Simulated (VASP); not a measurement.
# KTaO3 (P1) in VASP: single point with PBEsol

Aim: the single point of KTaO3 with PBEsol.

Program: VASP 6.6.1. These are calculated values, not measurements. Logs are shortened: lines on timing, memory, paths and dates and some standing lists are left out, and cuts for length are marked.

### 1 The cell of the first run

The typed cell holds 10 atoms: a = 7.978 Å, b = 3.991 Å, c = 3.988 Å, α = 89.97°, β = 90.03°, γ = 90.04°.

### 2 Single point, PBEsol

Input file INCAR:

```
SYSTEM = KTaO3
ALGO = Normal
EDIFF = 1E-6
ENCUT = 520
GGA = PS
ISIF = 2
ISMEAR = -1
LASPH = .True.
LCHARG = .True.
LELF = .True.
LREAL = .False.
LVHAR = .True.
LWAVE = .False.
NBANDS = 49
NELM = 60
PREC = Accurate
SIGMA = 0.05
```

Input file KPOINTS:

```
k-points
0
Gamma
  2 4 4
  0 0 0
```

Input file POSCAR:

```
KTaO3
1.0
    7.9780750798     -0.0027987601     -0.0021788916
   -0.0013977043      3.9914659279      0.0009741653
   -0.0010706568      0.0009248363      3.9878481932
K Ta O
2 2 6
Direct
    0.2498625080      0.5026522019      0.5053663982
    0.7498582862      0.5026475103      0.5053700630
   -0.0028730475      0.0086444425      0.0105853178
    0.4971270523      0.0086336892      0.0106005895
    0.0042393935      0.4940076389     -0.0029865705
    0.0043380315     -0.0071910205      0.4979635705
    0.2537561856     -0.0071198045     -0.0031142555
    0.5042394112      0.4940128562     -0.0029935999
    0.5043359984     -0.0071816841      0.4979625102
    0.7537555489     -0.0071239530     -0.0031122225
```

Potentials or basis: VASP PAW PBE potentials, release 64 (K_sv, Ta_pv, O).

Launch:

```bash
$ cat potpaw_PBE.64/K_sv/POTCAR potpaw_PBE.64/Ta_pv/POTCAR potpaw_PBE.64/O/POTCAR > POTCAR
$ mpirun -np 1 vasp_std > vasp.out
```

OUTCAR:

```text
SYSTEM = KTaO3
   EDIFF = 1E-6
   ENCUT = 520
   GGA = PS
   ISIF = 2
   ISMEAR = -1
   LASPH = .True.
   LREAL = .False.
   NELM = 60
   PREC = Accurate

 ion  position               nearest neighbor table
   1  0.250  0.503  0.505-   6 2.77   7 2.77   5 2.77   7 2.82   9 2.82   5 2.82   8 2.82   6 2.82
                             7 2.82   8 2.87   7 2.87   9 2.88   4 3.42   4 3.44   3 3.44   4 3.44
   2  0.750  0.503  0.505-   9 2.77  10 2.77   8 2.77  10 2.82   6 2.82   8 2.82   5 2.82   9 2.82
                            10 2.82   5 2.87  10 2.87   6 2.88   3 3.42   3 3.44   4 3.44   3 3.44
   3  0.997  0.009  0.011-   5 1.94  10 1.94   6 1.95   6 2.05   7 2.05   5 2.06   2 3.42   2 3.44
                             1 3.44   2 3.44   1 3.47   2 3.47   1 3.47   1 3.50
   4  0.497  0.009  0.011-   8 1.94   7 1.94   9 1.95   9 2.05  10 2.05   8 2.06   1 3.42   1 3.44
                             2 3.44   1 3.44   2 3.47   1 3.47   2 3.47   2 3.50
   5  0.004  0.494  0.997-   3 1.94   3 2.06   1 2.77   1 2.82   2 2.82   2 2.87
   6  0.004  0.993  0.498-   3 1.95   3 2.05   1 2.77   2 2.82   1 2.82   2 2.88
   7  0.254  0.993  0.997-   4 1.94   3 2.05   1 2.77   1 2.82   1 2.82   1 2.87
   8  0.504  0.494  0.997-   4 1.94   4 2.06   2 2.77   2 2.82   1 2.82   1 2.87
   9  0.504  0.993  0.498-   4 1.95   4 2.05   2 2.77   1 2.82   2 2.82   1 2.88
  10  0.754  0.993  0.997-   3 1.94   4 2.05   2 2.77   2 2.82   2 2.82   2 2.87

  LATTYP: Found a triclinic cell.
 ALAT       =     5.6408849328
 B/A-ratio  =     0.7069544037
 C/A-ratio  =     1.5810184956
 COS(alpha) =     0.0002714940
 COS(beta)  =     0.3164375563
 COS(gamma) =     0.7066175389

  Lattice vectors:

 A1 = (   0.0003270475,  -3.9905410916,   3.9868740279)
 A2 = (  -0.0010706568,   0.0009248363,   3.9878481932)
 A3 = (  -7.9766773755,  -3.9886671678,   0.0012047263)

Analysis of symmetry for initial positions (statically):
=====================================================================
 Subroutine PRICEL returns:
 Original cell was already a primitive cell.

 Routine SETGRP: Setting up the symmetry group for a
 triclinic supercell.

 Subroutine GETGRP returns: Found  1 space group operations
 (whereof  1 operations were pure point group operations)
 out of a pool of  2 trial point group operations.

The static configuration has the point symmetry C_1 .

Analysis of symmetry for dynamics (positions and initial velocities):
=====================================================================
 Subroutine PRICEL returns:
 Original cell was already a primitive cell.

 Routine SETGRP: Setting up the symmetry group for a
 triclinic supercell.

 Subroutine GETGRP returns: Found  1 space group operations
 (whereof  1 operations were pure point group operations)
 out of a pool of  2 trial point group operations.

The dynamic configuration has the point symmetry C_1 .

 Subroutine INISYM returns: Found  1 space group operations
 (whereof  1 operations are pure point group operations),
 and found     1 'primitive' translations

----------------------------------------------------------------------------------------

                                     Primitive cell

  volume of cell :     126.9899

  direct lattice vectors                    reciprocal lattice vectors
     7.978075080 -0.002798760 -0.002178892     0.125343543  0.000043884  0.000033642
    -0.001397704  3.991465928  0.000974165     0.000087873  0.250534565 -0.000058079
    -0.001070657  0.000924836  3.987848193     0.000068464 -0.000061177  0.250761835

  length of vectors
     7.978075868  3.991466291  3.987848444     0.125343555  0.250534587  0.250761852

  position of ions in fractional coordinates (direct lattice)
     0.249862508  0.502652202  0.505366398
     0.749858286  0.502647510  0.505370063
     0.997126952  0.008644442  0.010585318
     0.497127052  0.008633689  0.010600590
     0.004239394  0.494007639  0.997013430
     0.004338031  0.992808979  0.497963570
     0.253756186  0.992880195  0.996885744
     0.504239411  0.494012856  0.997006400
     0.504335998  0.992818316  0.497962510
     0.753755549  0.992876047  0.996887777

  ion indices of the primitive-cell ions
   primitive index   ion index
                 1           1
                 2           2
                 3           3
                 4           4
                 5           5
                 6           6
                 7           7
                 8           8
                 9           9
                10          10

----------------------------------------------------------------------------------------

 KPOINTS: k-points

Automatic generation of k-mesh.
 Grid dimensions read from file:
 generate k-points for:    2    4    4

 Generating k-lattice:

  Cartesian coordinates                     Fractional coordinates (reciprocal lattice)
     0.062671771  0.000021942  0.000016821     0.500000000  0.000000000  0.000000000
     0.000021968  0.062633641 -0.000014520     0.000000000  0.250000000  0.000000000
     0.000017116 -0.000015294  0.062690459     0.000000000 -0.000000000  0.250000000

  Length of vectors
     0.062671778  0.062633647  0.062690463

  Shift w.r.t. Gamma in fractional coordinates (k-lattice)
     0.000000000  0.000000000  0.000000000

 Subroutine IBZKPT returns following result:
 ===========================================

 Found     20 irreducible k-points:

 Following reciprocal coordinates:
            Coordinates               Weight
  0.000000  0.000000  0.000000      1.000000
  0.500000 -0.000000  0.000000      1.000000
 -0.000000  0.250000 -0.000000      2.000000
  0.500000  0.250000 -0.000000      2.000000
 -0.000000  0.500000 -0.000000      1.000000
  0.500000  0.500000 -0.000000      1.000000
[... 12 lines left out ...]
  0.000000  0.500000  0.500000      1.000000
  0.500000  0.500000  0.500000      1.000000
   k-points           NKPTS =     20   k-points in BZ     NKDIM =     20   number of bands    NBANDS=     49
   number of dos      NEDOS =    301   number of ions     NIONS =     10
   total plane-waves  NPLWV =  54000
   dimension x,y,z NGX =    60 NGY =   30 NGZ =   30
   dimension x,y,z NGXF=   120 NGYF=   60 NGZF=   60
   ions per type =               2   2   6
   NGX,Y,Z   is equivalent  to a cutoff of  12.50, 12.50, 12.51 a.u.
   NGXF,Y,Z  is equivalent  to a cutoff of  25.01, 24.99, 25.01 a.u.
 SYSTEM =  KTaO3
   PREC   = accura    normal or accurate (medium, high low for compatibility)
   ISTART =      0    job   : 0-new  1-cont  2-samecut
   ICHARG =      2    charge: 1-file 2-atom 10-const
   ISPIN  =      1    spin polarized calculation?
   LNONCOLLINEAR =      F non collinear calculations
   LSORBIT =      F    spin-orbit coupling
   LASPH  =      T    aspherical Exc in radial PAW
   ENCUT  =  520.0 eV  38.22 Ry    6.18 a.u.  14.83  7.42  7.41*2*pi/ulx,y,z
   NELM   =     60;   NELMIN=  2; NELMDL= -5     # of ELM steps
   EDIFF  = 0.1E-05   stopping-criterion for ELM
   LREAL  =      F    real-space projection
   EDIFFG = 0.1E-04   stopping-criterion for IOM
   NSW    =      0    number of steps for IOM
   IBRION =     -1    ionic relax: 0-MD 1-quasi-New 2-CG
   NFREE  =      0    steps in history (QN), initial steepest desc. (CG)
   ISIF   =      2    stress and relaxation
   ISYM   =      2    0-nonsym 1-usesym 2-fastsym
   POTIM  = 0.5000    time-step for ionic-motion
   TEBEG  =    0.0;   TEEND  =   0.0 temperature during run
   PSTRESS=    0.0 pullay stress
   NELECT =      76.0000    total number of electrons
   NUPDOWN=      -1.0000    fix difference up-down
   EMIN   =  10.00;   EMAX   =-10.00  energy-range for DOS
   EFERMI =   0.00;   METHOD = LEGACY
   ISMEAR =    -1;   SIGMA  =   0.05  broadening in eV -4-tet -1-fermi 0-gaus
   EFERMI_NEDOS =   21; number of points for ismear=-14 and -15
   IALGO  =     38    algorithm
   IMIX   =      4    mixing-type and parameters
     AMIX     =   0.40;   BMIX     =  1.00
     AMIX_MAG =   1.60;   BMIX_MAG =  1.00
  volume/ion in A,a.u.               =      12.70        85.70
  Fermi-wavevector in a.u.,A,eV,Ry     =   1.379610  2.607085 25.896293  1.903324
  Thomas-Fermi vector in A             =   2.504564
   LORBIT       =      0    0 simple, 1 ext, 2 COOP (PROOUT), +10 PAW based schemes
   GGA     = PS    functional components
   LHFCALC =     F    Hartree Fock is set to
   AEXX    =    0.0000 exact exchange contribution
   IVDW    =     0    specifies the selected vdW correction
   LEPSILON=     F    determine dielectric tensor
   LRPA    =     F    only Hartree local field effects (RPA)
 non-spin polarized calculation
  energy-cutoff  :      520.00
  volume of cell :      126.99
 maximum number of plane-waves:      3432
 NGX is ok and might be reduce to    60
   NGX = 29   NGY = 15   NGZ = 15

 number of electron      76.0000025 magnetization

 Free energy of the ion-electron system (eV)
  ---------------------------------------------------
  ext. energy  EPLUGINS =         0.00000000
  ---------------------------------------------------
  free energy    TOTEN  =       -85.79190146 eV

  energy without entropy =      -85.79190146  energy(sigma->0) =      -85.79190146

 E-fermi :   2.8466     XC(G=0): -11.1324

 val. band max:        1.6453583644   @ k =   0.0000   0.5000   0.5000
 cond. band min:       3.9046134149   @ k =   0.0000   0.0000   0.0000
 fundamental gap:      2.2592550505
 Fermi energy:         2.8465646835

 k-point     1 :       0.0000    0.0000    0.0000
  band No.  band energies     occupation
      1     -32.4721      2.00000
      2     -32.3844      2.00000
      3     -32.3827      2.00000
      4     -32.3804      2.00000
      5     -32.3778      2.00000
      6     -32.3760      2.00000
[... 41 lines left out ...]
     48       8.5154      0.00000
     49       9.5667      0.00000
[... 986 lines left out ...]
     48      11.5166      0.00000
     49      11.5816      0.00000

------------------------ aborting loop because EDIFF is reached ----------------------------------------

  FORCE on cell =-STRESS in cart. coord.  units (eV):
  Direction    XX          YY          ZZ          XY          YZ          ZX
  --------------------------------------------------------------------------------------
  -------------------------------------------------------------------------------------
  Total        0.6209432      0.6213948      0.6276291      0.0139303      0.0011203      0.0084482
  in kB        7.8341776      7.8398753      7.9185310      0.1757530      0.0141346      0.1065875
  external PRESSURE =       7.8641946 kB  Pullay stress =       0.0000000 kB

 VOLUME and BASIS-vectors are now :
 -----------------------------------------------------------------------------
  energy-cutoff  :      520.00
  volume of cell :      126.99
      direct lattice vectors                 reciprocal lattice vectors
     7.978075080 -0.002798760 -0.002178892     0.125343543  0.000043884  0.000033642
    -0.001397704  3.991465928  0.000974165     0.000087873  0.250534565 -0.000058079
    -0.001070657  0.000924836  3.987848193     0.000068464 -0.000061177  0.250761835

 POSITION                                       TOTAL-FORCE (eV/Angst)
 -----------------------------------------------------------------------------------
      1.99218      2.00609      2.01527         0.002684     -0.003178     -0.001930
      5.98118      2.00467      2.01419         0.002846     -0.003096     -0.001970
      7.95513      0.03172      0.04005         0.041044     -0.046865     -0.039098
      3.96609      0.03308      0.04120         0.040885     -0.046621     -0.039387
      0.03206      1.97272      3.97641         0.001586      0.052328     -0.001827
      0.03269      3.96321      1.98676         0.001580     -0.001147      0.044893
      2.02203      3.96326      3.97584        -0.046964     -0.001229     -0.001942
      4.02110      1.97135      3.97529         0.001619      0.052112     -0.001750
      4.02171      3.96185      1.98567         0.001706     -0.001177      0.044997
      6.01106      3.96184      3.97476        -0.046987     -0.001127     -0.001985
 -----------------------------------------------------------------------------------
    total drift:                               -0.000442     -0.001163     -0.004838

  FREE ENERGIE OF THE ION-ELECTRON SYSTEM (eV)
  ---------------------------------------------------
  free  energy   TOTEN  =       -85.7919014628 eV

  energy  without entropy=      -85.7919014627  energy(sigma->0) =      -85.79190146
```

Run time: 3.4 min. Hardware: 1 thread of Intel Xeon 8259CL, shared host; peak memory 0.28 GiB.

Results:

```
Free energy            : -85.7919 eV
Pressure               : 0.8 GPa
Largest force          : 0.074 eV/Å
Band gap on the k mesh : 2.26 eV
```

Forces in eV/Å, atoms in the order of the input:
```
K    0.003 -0.003 -0.002
K    0.003 -0.003 -0.002
Ta   0.041 -0.047 -0.039
Ta   0.041 -0.047 -0.039
O    0.002  0.052 -0.002
O    0.002 -0.001  0.045
O   -0.047 -0.001 -0.002
O    0.002  0.052 -0.002
O    0.002 -0.001  0.045
O   -0.047 -0.001 -0.002
```

Levels at points of the mesh, in eV from the valence-band top:
```
           k point  band 35  band 36  band 37  band 38  band 39  band 40  band 41  band 42
(0.00, 0.00, 0.00)    -0.88    -0.80    -0.70    -0.69     2.26     2.28     2.36     2.46
(0.50, 0.00, 0.00)    -0.91    -0.91    -0.82    -0.82     2.38     2.38     3.67     3.67
(0.00, 0.50, 0.00)    -1.44    -0.96    -0.87    -0.05     2.44     5.01     5.06     5.07
(0.50, 0.50, 0.00)    -1.33    -1.33    -0.55    -0.55     3.79     3.79     5.06     5.06
(0.00, 0.00, 0.50)    -1.44    -0.99    -0.88    -0.04     2.47     5.01     5.07     5.08
(0.50, 0.00, 0.50)    -1.32    -1.32    -0.55    -0.55     3.79     3.79     5.06     5.06
(0.00, 0.50, 0.50)    -0.05    -0.01    -0.01     0.00     5.07     5.08     6.32     6.37
(0.50, 0.50, 0.50)    -0.56    -0.56    -0.03    -0.03     5.58     5.58     5.62     5.62
```

Caveat: the PAW data sets were made with another functional, which shifts forces and pressure a little; spin-orbit coupling is left out, which moves the levels of the heavy elements. A k mesh can miss the band edges.
